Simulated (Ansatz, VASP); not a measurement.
Two plane-wave programs on Al

```
Al
1.0
     0.00000    1.99669    1.99669
     1.99669    0.00000    1.99669
     1.99669    1.99669    0.00000
Al
1
Direct
  0.00000 0.00000 0.00000
```

Alike in both runs: task single point; functional r2SCAN; k mesh 14 × 14 × 14; occupations methfessel-paxton of order 1, width 0.03 eV; no spin polarisation.

```csv
,VASP,Ansatz
version,VASP 6.6.1,Ansatz 0.2.0
potentials or method,"VASP PAW PBE potentials, release 64 (Al), cutoff 520 eV","plane waves (500 eV) with PAW, scalar-relativistic"
valence electrons in the cell,3,3
```

```tsv
	VASP	Ansatz	Ansatz less VASP
pressure (GPa)	-0.7	-0.4	+0.32
```

VASP's potentials were made for PBE, not for r2SCAN.
